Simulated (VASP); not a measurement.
# ZnReH (P4/mmm) in VASP: further runs

ZnReH is run at these levels: PBE; tasks: single point, relaxation of cell and atoms.

Program: VASP 6.6.1. These are calculated values, not measurements. Logs are shortened: lines on timing, memory, paths and dates and some standing lists are left out, and cuts for length are marked.

**1. The cell of the first run**

The structure is tetragonal, space group P4/mmm (No. 123). Conventional cell: a = 2.422 Å, b = 2.422 Å, c = 4.848 Å, α = 90.00°, β = 90.00°, γ = 90.00°. Zn (site symmetry 4/mmm) has 4 Zn at 2.42 Å and 2 H at 2.42 Å and 8 Re at 2.97 Å within 3.2 Å. Within 2.3 Å of Re (site symmetry 4/mmm) lie 4 H at 1.71 Å. H (site symmetry 4/mmm) has 4 Re at 1.71 Å within 2.3 Å.

The cell was generated, and may not be a known phase.

**2. Single point, PBE**

INCAR

```
SYSTEM = ZnReH
PREC = Accurate
ENCUT = 520
EDIFF = 1E-6
ISMEAR = 0
SIGMA = 0.1
LREAL = .False.
LASPH = .True.
NELM = 80
ALGO = Normal
ISIF = 2
LWAVE = .False.
LCHARG = .False.
GGA = PE
NBANDS = 17
```

KPOINTS

```
regular mesh
0
Gamma
  8 8 4
  0 0 0
```

POSCAR

```
ZnReH
1.0
    2.4223967100      0.0000000000      0.0000000000
    0.0000000000      2.4223967100      0.0000000000
    0.0000000000      0.0000000000      4.8481452500
Zn Re H
1 1 1
Direct
    0.0000000000      0.0000000000      0.0000000000
    0.5000000000      0.5000000000      0.5000000000
    0.0000000000      0.0000000000      0.5000000000
```

Potentials or basis: VASP PAW PBE potentials, release 64 (Zn, Re, H).

Command:

```bash
> cat potpaw_PBE.64/Zn/POTCAR potpaw_PBE.64/Re/POTCAR potpaw_PBE.64/H/POTCAR > POTCAR
> mpirun -np 1 vasp_std > vasp.out
```

OUTCAR:

```text
SYSTEM = ZnReH
   PREC = Accurate
   ENCUT = 520
   EDIFF = 1E-6
   ISMEAR = 0
   LREAL = .False.
   LASPH = .True.
   NELM = 80
   ISIF = 2
   GGA = PE

 ion  position               nearest neighbor table
   1  0.000  0.000  0.000-   2 2.97   2 2.97   2 2.97   2 2.97   2 2.97   2 2.97   2 2.97   2 2.97

   2  0.500  0.500  0.500-   3 1.71   3 1.71   3 1.71   3 1.71   1 2.97   1 2.97   1 2.97   1 2.97
                             1 2.97   1 2.97   1 2.97   1 2.97
   3  0.000  0.000  0.500-   2 1.71   2 1.71   2 1.71   2 1.71

  LATTYP: Found a simple tetragonal cell.
 ALAT       =     2.4223967100
 C/A-ratio  =     2.0013836834

  Lattice vectors:

 A1 = (   2.4223967100,   0.0000000000,   0.0000000000)
 A2 = (   0.0000000000,   2.4223967100,   0.0000000000)
 A3 = (   0.0000000000,   0.0000000000,   4.8481452500)

Analysis of symmetry for initial positions (statically):
=====================================================================
 Subroutine PRICEL returns:
 Original cell was already a primitive cell.

 Routine SETGRP: Setting up the symmetry group for a
 simple tetragonal supercell.

 Subroutine GETGRP returns: Found 16 space group operations
 (whereof 16 operations were pure point group operations)
 out of a pool of 16 trial point group operations.

The static configuration has the point symmetry D_4h.

Analysis of symmetry for dynamics (positions and initial velocities):
=====================================================================
 Subroutine PRICEL returns:
 Original cell was already a primitive cell.

 Routine SETGRP: Setting up the symmetry group for a
 simple tetragonal supercell.

 Subroutine GETGRP returns: Found 16 space group operations
 (whereof 16 operations were pure point group operations)
 out of a pool of 16 trial point group operations.

The dynamic configuration has the point symmetry D_4h.

 Subroutine INISYM returns: Found 16 space group operations
 (whereof 16 operations are pure point group operations),
 and found     1 'primitive' translations

----------------------------------------------------------------------------------------

                                     Primitive cell

  volume of cell :      28.4489

  direct lattice vectors                    reciprocal lattice vectors
     2.422396710  0.000000000  0.000000000     0.412814299  0.000000000  0.000000000
     0.000000000  2.422396710  0.000000000     0.000000000  0.412814299  0.000000000
     0.000000000  0.000000000  4.848145250     0.000000000  0.000000000  0.206264447

  length of vectors
     2.422396710  2.422396710  4.848145250     0.412814299  0.412814299  0.206264447

  position of ions in fractional coordinates (direct lattice)
     0.000000000  0.000000000  0.000000000
     0.500000000  0.500000000  0.500000000
     0.000000000  0.000000000  0.500000000

  ion indices of the primitive-cell ions
   primitive index   ion index
                 1           1
                 2           2
                 3           3

----------------------------------------------------------------------------------------

 KPOINTS: regular mesh

Automatic generation of k-mesh.
 Grid dimensions read from file:
 generate k-points for:    8    8    4

 Generating k-lattice:

  Cartesian coordinates                     Fractional coordinates (reciprocal lattice)
     0.051601787  0.000000000  0.000000000     0.125000000  0.000000000  0.000000000
     0.000000000  0.051601787  0.000000000     0.000000000  0.125000000  0.000000000
     0.000000000  0.000000000  0.051566112     0.000000000  0.000000000  0.250000000

  Length of vectors
     0.051601787  0.051601787  0.051566112

  Shift w.r.t. Gamma in fractional coordinates (k-lattice)
     0.000000000  0.000000000  0.000000000

 Subroutine IBZKPT returns following result:
 ===========================================

 Found     45 irreducible k-points:

 Following reciprocal coordinates:
            Coordinates               Weight
  0.000000  0.000000  0.000000      1.000000
  0.125000  0.000000  0.000000      4.000000
  0.250000  0.000000  0.000000      4.000000
  0.375000  0.000000  0.000000      4.000000
  0.500000  0.000000  0.000000      2.000000
  0.125000  0.125000  0.000000      4.000000
[... 16 lines left out ...]
  0.375000  0.125000  0.250000     16.000000
  0.500000  0.125000  0.250000      8.000000
 [... further k-points ...]
   k-points           NKPTS =     45   k-points in BZ     NKDIM =     45   number of bands    NBANDS=     17
   number of dos      NEDOS =    301   number of ions     NIONS =      3
   total plane-waves  NPLWV =  11664
   dimension x,y,z NGX =    18 NGY =   18 NGZ =   36
   dimension x,y,z NGXF=    36 NGYF=   36 NGZF=   72
   ions per type =               1   1   1
   NGX,Y,Z   is equivalent  to a cutoff of  12.35, 12.35, 12.34 a.u.
   NGXF,Y,Z  is equivalent  to a cutoff of  24.71, 24.71, 24.69 a.u.
 SYSTEM =  ZnReH
   PREC   = accura    normal or accurate (medium, high low for compatibility)
   ISTART =      0    job   : 0-new  1-cont  2-samecut
   ICHARG =      2    charge: 1-file 2-atom 10-const
   ISPIN  =      1    spin polarized calculation?
   LNONCOLLINEAR =      F non collinear calculations
   LSORBIT =      F    spin-orbit coupling
   LASPH  =      T    aspherical Exc in radial PAW
   ENCUT  =  520.0 eV  38.22 Ry    6.18 a.u.   4.50  4.50  9.01*2*pi/ulx,y,z
   NELM   =     80;   NELMIN=  2; NELMDL= -5     # of ELM steps
   EDIFF  = 0.1E-05   stopping-criterion for ELM
   LREAL  =      F    real-space projection
   EDIFFG = 0.1E-04   stopping-criterion for IOM
   NSW    =      0    number of steps for IOM
   IBRION =     -1    ionic relax: 0-MD 1-quasi-New 2-CG
   NFREE  =      0    steps in history (QN), initial steepest desc. (CG)
   ISIF   =      2    stress and relaxation
   ISYM   =      2    0-nonsym 1-usesym 2-fastsym
   POTIM  = 0.5000    time-step for ionic-motion
   TEBEG  =    0.0;   TEEND  =   0.0 temperature during run
   PSTRESS=    0.0 pullay stress
   NELECT =      20.0000    total number of electrons
   NUPDOWN=      -1.0000    fix difference up-down
   EMIN   =  10.00;   EMAX   =-10.00  energy-range for DOS
   EFERMI =   0.00;   METHOD = LEGACY
   ISMEAR =     0;   SIGMA  =   0.10  broadening in eV -4-tet -1-fermi 0-gaus
   EFERMI_NEDOS =   21; number of points for ismear=-14 and -15
   IALGO  =     38    algorithm
   IMIX   =      4    mixing-type and parameters
     AMIX     =   0.40;   BMIX     =  1.00
     AMIX_MAG =   1.60;   BMIX_MAG =  1.00
  volume/ion in A,a.u.               =       9.48        63.99
  Fermi-wavevector in a.u.,A,eV,Ry     =   1.455669  2.750816 28.830387  2.118974
  Thomas-Fermi vector in A             =   2.572677
   LORBIT       =      0    0 simple, 1 ext, 2 COOP (PROOUT), +10 PAW based schemes
   GGA     = PE    functional components
   LHFCALC =     F    Hartree Fock is set to
   AEXX    =    0.0000 exact exchange contribution
   IVDW    =     0    specifies the selected vdW correction
   LEPSILON=     F    determine dielectric tensor
   LRPA    =     F    only Hartree local field effects (RPA)
 non-spin polarized calculation
 Gauss-broadening in eV      SIGMA  =   0.10
  energy-cutoff  :      520.00
  volume of cell :       28.45
 maximum number of plane-waves:       791
   NGX =  9   NGY =  9   NGZ = 19

 number of electron      20.0000021 magnetization

 Free energy of the ion-electron system (eV)
  ---------------------------------------------------
  ext. energy  EPLUGINS =         0.00000000
  ---------------------------------------------------
  free energy    TOTEN  =       -13.31032269 eV

  energy without entropy =      -13.30378277  energy(sigma->0) =      -13.30705273

 E-fermi :   7.2935     XC(G=0): -13.1605

 val. band max:        7.2556223707   @ k =   0.3750   0.2500   0.5000
 cond. band min:       7.3367408510   @ k =   0.3750   0.0000   0.2500
 fundamental gap:      0.0811184803
 Fermi energy:         7.2935117164

 k-point     1 :       0.0000    0.0000    0.0000
  band No.  band energies     occupation
      1      -6.8382      2.00000
      2      -2.9449      2.00000
      3      -2.0196      2.00000
      4      -0.8250      2.00000
      5      -0.5258      2.00000
      6      -0.5258      2.00000
[... 9 lines left out ...]
     16      21.3023      0.00000
     17      22.4592      0.00000

 k-point     2 :       0.1250    0.0000    0.0000
  band No.  band energies     occupation
      1      -6.1696      2.00000
      2      -2.5811      2.00000
      3      -1.8896      2.00000
      4      -0.7062      2.00000
      5      -0.6869      2.00000
      6      -0.5121      2.00000
[... 9 lines left out ...]
     16      21.0781      0.00000
     17      22.1641      0.00000

 k-point     3 :       0.2500    0.0000    0.0000
  band No.  band energies     occupation
      1      -4.4805      2.00000
      2      -2.0286      2.00000
      3      -1.2539      2.00000
      4      -1.0794      2.00000
      5      -0.5303      2.00000
      6      -0.4790      2.00000
[... 9 lines left out ...]
     16      21.1523      0.00000
     17      23.3851      0.00000

 k-point     4 :       0.3750    0.0000    0.0000
  band No.  band energies     occupation
      1      -2.3874      2.00000
      2      -1.7952      2.00000
      3      -1.3896      2.00000
      4      -0.7096      2.00000
      5      -0.5199      2.00000
      6      -0.4459      2.00000
[... 9 lines left out ...]
     16      17.7020      0.00000
     17      24.6052      0.00000

 k-point     5 :       0.5000    0.0000    0.0000
  band No.  band energies     occupation
      1      -1.7700      2.00000
      2      -1.5031      2.00000
      3      -1.1831      2.00000
      4      -0.7823      2.00000
      5      -0.4323      2.00000
      6       0.4667      2.00000
[... 9 lines left out ...]
     16      18.3624      0.00000
     17      22.5044      0.00000

 k-point     6 :       0.1250    0.1250    0.0000
  band No.  band energies     occupation
      1      -5.5547      2.00000
      2      -2.2289      2.00000
      3      -1.7906      2.00000
      4      -0.7438      2.00000
      5      -0.6413      2.00000
      6      -0.5750      2.00000
[... 9 lines left out ...]
     16      20.0420      0.00000
     17      22.1777      0.00000

 k-point     7 :       0.2500    0.1250    0.0000
  band No.  band energies     occupation
      1      -4.0897      2.00000
      2      -1.7655      2.00000
      3      -1.2552      2.00000
      4      -1.0752      2.00000
      5      -0.6541      2.00000
      6      -0.6452      2.00000
[... 9 lines left out ...]
     16      19.9264      0.00000
     17      21.6081      0.00000

 k-point     8 :       0.3750    0.1250    0.0000
  band No.  band energies     occupation
      1      -2.5195      2.00000
      2      -1.5838      2.00000
      3      -1.3739      2.00000
      4      -0.9910      2.00000
      5      -0.6554      2.00000
      6      -0.3632      2.00000
[... 9 lines left out ...]
     16      17.9043      0.00000
     17      21.9841      0.00000
[... 203 lines left out ...]
      1      -2.2939      2.00000
      2      -1.8215      2.00000
      3      -1.3922      2.00000
      4      -0.7209      2.00000
      5      -0.7116      2.00000
      6      -0.4483      2.00000
[... 9 lines left out ...]
     16      16.9634      0.00000
     17      24.6057      0.00000

 k-point    20 :       0.5000    0.0000    0.2500
  band No.  band energies     occupation
      1      -1.8228      2.00000
      2      -1.6651      2.00000
      3      -1.2687      2.00000
      4      -0.7846      2.00000
      5      -0.4366      2.00000
      6       0.6814      2.00000
[... 9 lines left out ...]
     16      18.4991      0.00000
     17      23.7338      0.00000

 k-point    21 :       0.1250    0.1250    0.2500
  band No.  band energies     occupation
      1      -5.3786      2.00000
      2      -2.1864      2.00000
      3      -1.7864      2.00000
      4      -0.7891      2.00000
      5      -0.7709      2.00000
      6      -0.6340      2.00000
[... 9 lines left out ...]
     16      19.0006      0.00000
     17      22.2259      0.00000

 k-point    22 :       0.2500    0.1250    0.2500
  band No.  band energies     occupation
      1      -3.9032      2.00000
      2      -1.7588      2.00000
      3      -1.2311      2.00000
      4      -1.0785      2.00000
      5      -0.7419      2.00000
      6      -0.6351      2.00000
[... 9 lines left out ...]
     16      19.5136      0.00000
     17      20.2659      0.00000

 k-point    23 :       0.3750    0.1250    0.2500
  band No.  band energies     occupation
      1      -2.3711      2.00000
      2      -1.5960      2.00000
      3      -1.4161      2.00000
      4      -0.9639      2.00000
      5      -0.7311      2.00000
      6      -0.5453      2.00000
[... 9 lines left out ...]
     16      18.1216      0.00000
     17      21.5794      0.00000

 k-point    24 :       0.5000    0.1250    0.2500
  band No.  band energies     occupation
      1      -1.6611      2.00000
      2      -1.5949      2.00000
      3      -1.5164      2.00000
      4      -1.0357      2.00000
      5      -0.6650      2.00000
      6      -0.3720      2.00000
[... 9 lines left out ...]
     16      19.0156      0.00000
     17      22.4145      0.00000

 [... further k-points ...]

------------------------ aborting loop because EDIFF is reached ----------------------------------------

  FORCE on cell =-STRESS in cart. coord.  units (eV):
  Direction    XX          YY          ZZ          XY          YZ          ZX
  --------------------------------------------------------------------------------------
  -------------------------------------------------------------------------------------
  Total       18.4738737     18.4738737      0.1818127      0.0000000     -0.0000000      0.0000000
  in kB     1040.4049143   1040.4049143     10.2392634      0.0000000     -0.0000000      0.0000000
  external PRESSURE =     697.0163640 kB  Pullay stress =       0.0000000 kB

 VOLUME and BASIS-vectors are now :
 -----------------------------------------------------------------------------
  energy-cutoff  :      520.00
  volume of cell :       28.45
      direct lattice vectors                 reciprocal lattice vectors
     2.422396710  0.000000000  0.000000000     0.412814299  0.000000000  0.000000000
     0.000000000  2.422396710  0.000000000     0.000000000  0.412814299  0.000000000
     0.000000000  0.000000000  4.848145250     0.000000000  0.000000000  0.206264447

 POSITION                                       TOTAL-FORCE (eV/Angst)
 -----------------------------------------------------------------------------------
      0.00000      0.00000      0.00000         0.000000      0.000000      0.000000
      1.21120      1.21120      2.42407         0.000000      0.000000      0.000000
      0.00000      0.00000      2.42407         0.000000      0.000000      0.000000
 -----------------------------------------------------------------------------------
    total drift:                                0.000000     -0.000000     -0.000000

  FREE ENERGIE OF THE ION-ELECTRON SYSTEM (eV)
  ---------------------------------------------------
  free  energy   TOTEN  =       -13.3103226860 eV

  energy  without entropy=      -13.3037827727  energy(sigma->0) =      -13.30705273
```

Wall time 38 s (1 thread of AMD EPYC 7R13, shared host); peak memory 0.12 GiB.

Results:

```
Free energy            : -13.3103 eV
Pressure               : 69.7 GPa
Band gap on the k mesh : zero (bands 10 and 11 overlap by 5.29 eV)
```

Stress tensor (GPa, compression positive):
```
104.04   0.00   0.00
  0.00 104.04   0.00
  0.00   0.00   1.02
```

Caveat: the stress differs along the axes, from 1 to 104 GPa; spin-orbit coupling is left out, which moves the levels of the heavy elements.

**3. Single point, PBE**

This run uses another cell than the first one, of 10.78 Å³/atom.

INCAR

```
PREC = Accurate ; ENCUT = 520
EDIFF = 1E-7 ; ISMEAR = 0
SIGMA = 0.1 ; LREAL = False
LASPH = True ; NELM = 100
ALGO = Normal ; ISIF = 2
LWAVE = False ; LCHARG = False
GGA = PE ; NBANDS = 17
```

KPOINTS

```
Automatic mesh
0
Gamma
  8 8 4
```

POSCAR

```
ZnReH
1.0
    2.7496058665      0.0000000000      0.0000000000
    0.0000000000      2.7496058665      0.0000000000
    0.0000000000      0.0000000000      4.2793184828
Zn Re H
1 1 1
Direct
    0.0000000000      0.0000000000      0.0000000000
    0.5000000000      0.5000000000      0.5000000000
    0.0000000000      0.0000000000      0.5000000000
```

Potentials or basis: VASP PAW PBE potentials, release 64 (Zn, Re, H).

Command:

```bash
> cat potpaw_PBE.64/Zn/POTCAR potpaw_PBE.64/Re/POTCAR potpaw_PBE.64/H/POTCAR > POTCAR
> mpirun -np 1 vasp_std > vasp.out
```

It took 35 s on 1 thread of AMD EPYC 7R13, shared host; peak memory 0.13 GiB.

It converged, with:

- Free energy: -15.4430 eV
- Pressure: 0.7 GPa
- Band gap on the k mesh: zero (bands 10 and 11 overlap by 3.29 eV)

Stress tensor (GPa, compression positive):
```
0.89 0.00 0.00
0.00 0.89 0.00
0.00 0.00 0.23
```

Levels at points of the mesh, in eV from the Fermi level:
```csv
k point,band 7,band 8,band 9,band 10,band 11,band 12,band 13,band 14
"(0.00, 0.00, 0.00)",-5.69,-4.36,-1.40,0.89,0.89,2.15,4.69,9.64
"(0.50, 0.00, 0.00)",-5.83,-4.47,-3.44,-1.08,0.63,1.24,4.52,6.39
"(0.50, 0.50, 0.00)",-1.98,-1.98,-0.58,0.28,0.28,4.45,4.96,5.22
"(0.00, 0.00, 0.50)",-7.05,-4.45,-2.44,0.44,0.44,2.14,9.76,9.77
"(0.50, 0.00, 0.50)",-5.33,-4.54,-2.34,-0.91,-0.29,1.24,3.34,5.97
"(0.50, 0.50, 0.50)",-3.75,-3.75,0.22,1.96,4.45,4.54,4.54,5.66
```

Caveat: the k points lie up to 0.37 Å⁻¹ apart, too coarse for converged energies and pressures of a metal; spin-orbit coupling is left out, which moves the levels of the heavy elements.

**4. Single point, PBE, collinear spin**

This run uses another cell than the first one, of 10.78 Å³/atom.

INCAR

```
  PREC = Accurate
  ENCUT = 520
  EDIFF = 1E-7
  ISMEAR = 0
  SIGMA = 0.1
  LREAL = False
  LASPH = True
  NELM = 150
  ALGO = Normal
  ISIF = 2
  LWAVE = False
  LCHARG = False
  ISPIN = 2
  MAGMOM = 0 1 0
  LORBIT = 11
  LMAXMIX = 4
  GGA = PE
  NBANDS = 21
```

KPOINTS

```
regular mesh
0
Gamma
  6 6 4
```

POSCAR is that of step 3.

Command:

```bash
> cat potpaw_PBE.64/Zn/POTCAR potpaw_PBE.64/Re/POTCAR potpaw_PBE.64/H/POTCAR > POTCAR
> mpirun -np 1 vasp_std > vasp.out
```

It took 78 s on 1 thread of AMD EPYC 7R13, shared host; peak memory 0.14 GiB.

The run converged. Its results:

- Free energy: -15.2576 eV
- Pressure: 2.8 GPa
- Net moment: 0.83 μB per cell
- Site moments: Zn +0.00; Re +0.78; H +0.00 μB
- Valence electrons inside the program's atomic spheres: Zn 10.78; Re 6.00; H 0.56

Stress tensor (GPa, compression positive):
```
 4.65  0.00  0.00
 0.00  4.65  0.00
 0.00  0.00 -0.96
```

Levels at points of the mesh, in eV from the Fermi level:
Spin up:
```tsv
k point	band 8	band 9	band 10	band 11	band 12	band 13
(0.00, 0.00, 0.00)	-4.48	-1.39	0.77	0.77	1.91	4.60
(0.50, 0.00, 0.00)	-4.54	-3.56	-1.30	0.69	1.12	4.40
(0.50, 0.50, 0.00)	-2.07	-0.72	0.32	0.32	4.33	5.01
(0.00, 0.00, 0.50)	-4.57	-2.57	0.32	0.32	1.90	9.77
(0.50, 0.00, 0.50)	-4.66	-2.29	-1.13	-0.45	1.12	3.34
(0.50, 0.50, 0.50)	-3.81	0.03	2.03	4.33	4.48	4.48
```
Spin down:
| k point | band 7 | band 8 | band 9 | band 10 | band 11 | band 12 |
| --- | --- | --- | --- | --- | --- | --- |
| (0.00, 0.00, 0.00) | -5.50 | -4.03 | -1.25 | 1.22 | 1.22 | 2.58 |
| (0.50, 0.00, 0.00) | -5.70 | -4.21 | -3.13 | -0.68 | 0.71 | 1.58 |
| (0.50, 0.50, 0.00) | -1.68 | -1.68 | -0.26 | 0.40 | 0.40 | 4.78 |
| (0.00, 0.00, 0.50) | -6.97 | -4.11 | -2.12 | 0.75 | 0.75 | 2.57 |
| (0.50, 0.00, 0.50) | -5.17 | -4.23 | -2.25 | -0.51 | 0.06 | 1.58 |
| (0.50, 0.50, 0.50) | -3.50 | -3.50 | 0.60 | 2.04 | 4.78 | 4.79 |

Caveat: the k points lie up to 0.38 Å⁻¹ apart; spin-orbit coupling is left out, which moves the levels of the heavy elements.

(Continued in part 2 of 2.)

The gap in the log of VASP goes by the Fermi energy; the results here count the filled bands.